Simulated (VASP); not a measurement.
# Sc (P6_3/mmc) in VASP: a series of runs, part 2 of 2

VASP 6.6.1. The steps go on from the part before.

### Step 3. Single point, PBEsol

The input, INCAR:

```
PREC = Accurate
ENCUT = 520
EDIFF = 1E-7
ISMEAR = -1
SIGMA = 0.05
LREAL = False
LASPH = True
NELM = 80
ALGO = Normal
ISIF = 2
LWAVE = False
LCHARG = False
GGA = PS
NBANDS = 18
```

The input, KPOINTS:

```
regular mesh
0
Gamma
  18 18 10
```

The input, POSCAR:

```
Sc
1.0
    3.2773224846      0.0000000000      0.0000000000
   -1.6386612423      2.8382445280      0.0000000000
    0.0000000000      0.0000000000      5.0849249857
Sc
2
Direct
    0.3333333333      0.6666666667      0.2500000000
    0.6666666667      0.3333333333      0.7500000000
```

Potentials or basis: VASP PAW PBE potentials, release 64 (Sc_sv).

Started as:

```console
$ cat potpaw_PBE.64/Sc_sv/POTCAR > POTCAR
$ mpirun -np 1 vasp_std > vasp.out
```

OUTCAR:

```text
PREC = Accurate
   ENCUT = 520
   EDIFF = 1E-7
   ISMEAR = -1
   LREAL = False
   LASPH = True
   NELM = 80
   ISIF = 2
   GGA = PS

 ion  position               nearest neighbor table
   1  0.333  0.667  0.250-   2 3.17   2 3.17   2 3.17   2 3.17   2 3.17   2 3.17
   2  0.667  0.333  0.750-   1 3.17   1 3.17   1 3.17   1 3.17   1 3.17   1 3.17

  LATTYP: Found a hexagonal cell.
 ALAT       =     3.2773224846
 C/A-ratio  =     1.5515485612

  Lattice vectors:

 A1 = (   3.2773224846,   0.0000000000,   0.0000000000)
 A2 = (  -1.6386612423,   2.8382445280,   0.0000000000)
 A3 = (   0.0000000000,   0.0000000000,   5.0849249857)

Analysis of symmetry for initial positions (statically):
=====================================================================
 Subroutine PRICEL returns:
 Original cell was already a primitive cell.

 Routine SETGRP: Setting up the symmetry group for a
 hexagonal supercell.

 Subroutine GETGRP returns: Found 24 space group operations
 (whereof 12 operations were pure point group operations)
 out of a pool of 24 trial point group operations.

The static configuration has the point symmetry D_3d.
 The point group associated with its full space group is D_6h.

Analysis of symmetry for dynamics (positions and initial velocities):
=====================================================================
 Subroutine PRICEL returns:
 Original cell was already a primitive cell.

 Routine SETGRP: Setting up the symmetry group for a
 hexagonal supercell.

 Subroutine GETGRP returns: Found 24 space group operations
 (whereof 12 operations were pure point group operations)
 out of a pool of 24 trial point group operations.

The dynamic configuration has the point symmetry D_3d.
 The point group associated with its full space group is D_6h.

 Subroutine INISYM returns: Found 24 space group operations
 (whereof 12 operations are pure point group operations),
 and found     1 'primitive' translations

----------------------------------------------------------------------------------------

                                     Primitive cell

  volume of cell :      47.2992

  direct lattice vectors                    reciprocal lattice vectors
     3.277322485  0.000000000  0.000000000     0.305127129  0.176165230  0.000000000
    -1.638661242  2.838244528  0.000000000     0.000000000  0.352330460  0.000000000
     0.000000000  0.000000000  5.084924986     0.000000000  0.000000000  0.196659735

  length of vectors
     3.277322485  3.277322485  5.084924986     0.352330460  0.352330460  0.196659735

  position of ions in fractional coordinates (direct lattice)
     0.333333333  0.666666667  0.250000000
     0.666666667  0.333333333  0.750000000

  ion indices of the primitive-cell ions
   primitive index   ion index
                 1           1
                 2           2

----------------------------------------------------------------------------------------

 KPOINTS: regular mesh

Automatic generation of k-mesh.
 Grid dimensions read from file:
 generate k-points for:   18   18   10

 Generating k-lattice:

  Cartesian coordinates                     Fractional coordinates (reciprocal lattice)
     0.016951507  0.009786957  0.000000000     0.055555556  0.000000000  0.000000000
     0.000000000  0.019573914  0.000000000     0.000000000  0.055555556  0.000000000
     0.000000000  0.000000000  0.019665973     0.000000000  0.000000000  0.100000000

  Length of vectors
     0.019573914  0.019573914  0.019665973

  Shift w.r.t. Gamma in fractional coordinates (k-lattice)
     0.000000000  0.000000000  0.000000000

 Subroutine IBZKPT returns following result:
 ===========================================

 Found    222 irreducible k-points:

 Following reciprocal coordinates:
            Coordinates               Weight
  0.000000  0.000000  0.000000      1.000000
  0.055556  0.000000  0.000000      6.000000
  0.111111  0.000000  0.000000      6.000000
  0.166667  0.000000  0.000000      6.000000
  0.222222  0.000000  0.000000      6.000000
  0.277778  0.000000  0.000000      6.000000
[... 16 lines left out ...]
  0.333333  0.111111  0.000000     12.000000
  0.388889  0.111111  0.000000     12.000000
 [... further k-points ...]
   k-points           NKPTS =    222   k-points in BZ     NKDIM =    222   number of bands    NBANDS=     18
   number of dos      NEDOS =    301   number of ions     NIONS =      2
   total plane-waves  NPLWV =  23040
   dimension x,y,z NGX =    24 NGY =   24 NGZ =   40
   dimension x,y,z NGXF=    48 NGYF=   48 NGZF=   80
   ions per type =               2
   NGX,Y,Z   is equivalent  to a cutoff of  12.17, 12.17, 13.08 a.u.
   NGXF,Y,Z  is equivalent  to a cutoff of  24.35, 24.35, 26.16 a.u.
 SYSTEM =  unknown system
   PREC   = accura    normal or accurate (medium, high low for compatibility)
   ISTART =      0    job   : 0-new  1-cont  2-samecut
   ICHARG =      2    charge: 1-file 2-atom 10-const
   ISPIN  =      1    spin polarized calculation?
   LNONCOLLINEAR =      F non collinear calculations
   LSORBIT =      F    spin-orbit coupling
   LASPH  =      T    aspherical Exc in radial PAW
   ENCUT  =  520.0 eV  38.22 Ry    6.18 a.u.   6.09  6.09  9.45*2*pi/ulx,y,z
   NELM   =     80;   NELMIN=  2; NELMDL= -5     # of ELM steps
   EDIFF  = 0.1E-06   stopping-criterion for ELM
   LREAL  =      F    real-space projection
   EDIFFG = 0.1E-05   stopping-criterion for IOM
   NSW    =      0    number of steps for IOM
   IBRION =     -1    ionic relax: 0-MD 1-quasi-New 2-CG
   NFREE  =      0    steps in history (QN), initial steepest desc. (CG)
   ISIF   =      2    stress and relaxation
   ISYM   =      2    0-nonsym 1-usesym 2-fastsym
   POTIM  = 0.5000    time-step for ionic-motion
   TEBEG  =    0.0;   TEEND  =   0.0 temperature during run
   PSTRESS=    0.0 pullay stress
   NELECT =      22.0000    total number of electrons
   NUPDOWN=      -1.0000    fix difference up-down
   EMIN   =  10.00;   EMAX   =-10.00  energy-range for DOS
   EFERMI =   0.00;   METHOD = LEGACY
   ISMEAR =    -1;   SIGMA  =   0.05  broadening in eV -4-tet -1-fermi 0-gaus
   EFERMI_NEDOS =   21; number of points for ismear=-14 and -15
   IALGO  =     38    algorithm
   IMIX   =      4    mixing-type and parameters
     AMIX     =   0.40;   BMIX     =  1.00
     AMIX_MAG =   1.60;   BMIX_MAG =  1.00
  volume/ion in A,a.u.               =      23.65       159.60
  Fermi-wavevector in a.u.,A,eV,Ry     =   1.268424  2.396974 21.890415  1.608900
  Thomas-Fermi vector in A             =   2.401520
   LORBIT       =      0    0 simple, 1 ext, 2 COOP (PROOUT), +10 PAW based schemes
   GGA     = PS    functional components
   LHFCALC =     F    Hartree Fock is set to
   AEXX    =    0.0000 exact exchange contribution
   IVDW    =     0    specifies the selected vdW correction
   LEPSILON=     F    determine dielectric tensor
   LRPA    =     F    only Hartree local field effects (RPA)
 non-spin polarized calculation
  energy-cutoff  :      520.00
  volume of cell :       47.30
 maximum number of plane-waves:      1296
   NGX = 13   NGY = 13   NGZ = 19

 number of electron      22.0000008 magnetization

 Free energy of the ion-electron system (eV)
  ---------------------------------------------------
  ext. energy  EPLUGINS =         0.00000000
  ---------------------------------------------------
  free energy    TOTEN  =       -13.22723187 eV

  energy without entropy =      -13.19503825  energy(sigma->0) =      -13.21113506

 E-fermi :   3.8150     XC(G=0): -10.1598

 val. band max:        3.8074045537   @ k =   0.3889   0.0000   0.2000
 cond. band min:       3.8180705206   @ k =   0.1667   0.1111   0.3000
 fundamental gap:      0.0106659669
 Fermi energy:         3.8150405468

 k-point     1 :       0.0000    0.0000    0.0000
  band No.  band energies     occupation
      1     -45.2820      2.00000
      2     -45.1941      2.00000
      3     -24.2444      2.00000
      4     -23.8442      2.00000
      5     -23.8442      2.00000
      6     -23.7656      2.00000
[... 10 lines left out ...]
     17       6.1998      0.00000
     18       6.1998      0.00000
[... 463 lines left out ...]
 k-point    24 :       0.3889    0.1111    0.0000
  band No.  band energies     occupation
      1     -45.2137      2.00000
      2     -45.1848      2.00000
      3     -24.1295      2.00000
      4     -24.0431      2.00000
      5     -24.0302      2.00000
      6     -23.9536      2.00000
[... 10 lines left out ...]
     17       7.7272      0.00000
     18       8.0019      0.00000

 [... further k-points ...]

------------------------ aborting loop because EDIFF is reached ----------------------------------------

  FORCE on cell =-STRESS in cart. coord.  units (eV):
  Direction    XX          YY          ZZ          XY          YZ          ZX
  --------------------------------------------------------------------------------------
  -------------------------------------------------------------------------------------
  Total        0.0038354      0.0038354      0.0023675      0.0000000      0.0000000     -0.0000000
  in kB        0.1299174      0.1299174      0.0801955      0.0000000      0.0000000     -0.0000000
  external PRESSURE =       0.1133434 kB  Pullay stress =       0.0000000 kB

 VOLUME and BASIS-vectors are now :
 -----------------------------------------------------------------------------
  energy-cutoff  :      520.00
  volume of cell :       47.30
      direct lattice vectors                 reciprocal lattice vectors
     3.277322485  0.000000000  0.000000000     0.305127129  0.176165230  0.000000000
    -1.638661242  2.838244528  0.000000000     0.000000000  0.352330460  0.000000000
     0.000000000  0.000000000  5.084924986     0.000000000  0.000000000  0.196659735

 POSITION                                       TOTAL-FORCE (eV/Angst)
 -----------------------------------------------------------------------------------
     -0.00000      1.89216      1.27123        -0.000000      0.000000      0.000000
      1.63866      0.94608      3.81369         0.000000     -0.000000      0.000000
 -----------------------------------------------------------------------------------
    total drift:                               -0.000000      0.000000     -0.000000

  FREE ENERGIE OF THE ION-ELECTRON SYSTEM (eV)
  ---------------------------------------------------
  free  energy   TOTEN  =       -13.2272318709 eV

  energy  without entropy=      -13.1950382462  energy(sigma->0) =      -13.21113506
```

Run time: 4.6 min. Hardware: 1 thread of Intel Xeon 8259CL, shared host; peak memory 0.28 GiB.

What came out:

```yaml
Free_energy: -13.2272 eV
Pressure: 0.0 GPa
Band_gap_on_the_k_mesh: zero (bands 11 and 12 overlap by 1.57 eV)
```

Caveat: the PAW data sets were made with another functional, which shifts forces and pressure a little.

### Step 4. Relaxation of cell and atoms, PBEsol

This run uses another cell than the first one, of 25.00 Å³/atom.

The input, INCAR:

```
SYSTEM = Sc
ALGO     = Normal         ! electronic algorithm
EDIFF    = 1E-6           ! SCF threshold, eV
EDIFFG   = -0.003         ! ionic threshold
ENCUT    = 600            ! plane-wave cutoff, eV
GGA      = PS             ! functional
IBRION   = 2              ! ionic algorithm
ISIF     = 3              ! what is computed and relaxed
ISMEAR   = -1             ! smearing method
LASPH    = .True.         ! aspherical terms in the spheres
LCHARG   = .False.        ! write CHGCAR
LREAL    = .False.        ! projectors in reciprocal space
LWAVE    = .False.        ! write WAVECAR
NELM     = 100            ! most SCF steps
NSW      = 100            ! ionic steps
PREC     = Accurate       ! precision mode
SIGMA    = 0.05           ! smearing width, eV
```

The input, KPOINTS:

```
k-points
0
Gamma
  18 18 10
  0 0 0
```

The input, POSCAR:

```
Sc
1.0
    3.3090000000      0.0000000000      0.0000000000
   -1.6545000000      2.8656780611      0.0000000000
    0.0000000000      0.0000000000      5.2733000000
Sc
2
Direct
    0.3333333333      0.6666666667      0.2500000000
    0.6666666667      0.3333333333      0.7500000000
```

Started as:

```console
$ cat potpaw_PBE.64/Sc_sv/POTCAR > POTCAR
$ mpirun -np 1 vasp_std > vasp.out
```

Wall time 22 min (1 thread of Intel Xeon 8259CL, shared host); peak memory 0.32 GiB.

The run converged. Its results:

| Item | Value |
| --- | --- |
| Free energy | -13.2284 eV |
| Relaxed volume | 23.67 Å³/atom |
| Relaxed cell | a = 3.278 Å, b = 3.278 Å, c = 5.086 Å, α = 90.00°, β = 90.00°, γ = 120.00° |
| Space group after relaxing (to 0.1 Å) | P6_3/mmc (No. 194) |
| Energy gained by relaxing | 14.4 meV/atom |
| Ionic steps | 6 |
| Pressure after relaxing | 0.0 GPa |
| Band gap on the k mesh | zero (bands 11 and 12 overlap by 1.57 eV) |

The path:
| step | energy change (eV) | largest force (eV/Å) | pressure (GPa) | volume (Å³) |
| --- | --- | --- | --- | --- |
| 1 | 0.0000 | 0.0000 | -2.80 | 50.00 |
| 2 | -0.0265 | 0.0000 | 0.58 | 46.91 |
| 3 | -0.0270 | 0.0000 | 0.17 | 47.25 |
| 4 | -0.0284 | 0.0000 | 0.08 | 47.31 |
| 5 | -0.0288 | 0.0000 | 0.02 | 47.34 |
| 6 | -0.0288 | 0.0000 | 0.01 | 47.35 |

Final structure:
```xyz
2
Lattice="3.2785 0.0000 0.0000 -1.6392 2.8392 0.0000 0.0000 0.0000 5.0864" Properties=species:S:1:pos:R:3 pbc="T T T"
Sc    0.0000    1.8928    1.2716
Sc    1.6392    0.9464    3.8148
```

Levels at points of the mesh, in eV from the Fermi level:
```tsv
k point	band 9	band 10	band 11	band 12	band 13	band 14
(0.00, 0.00, 0.00)	-5.21	-1.69	0.75	1.63	1.63	1.93
(0.50, 0.00, 0.00)	-1.65	-1.11	-0.72	-0.33	1.35	1.36
(0.00, 0.00, 0.50)	-3.60	-3.60	1.02	1.02	1.54	1.54
(0.50, 0.00, 0.50)	-1.54	-1.54	0.08	0.08	1.36	1.36
```

Caveat: the PAW data sets were made with another functional, which shifts forces and pressure a little.
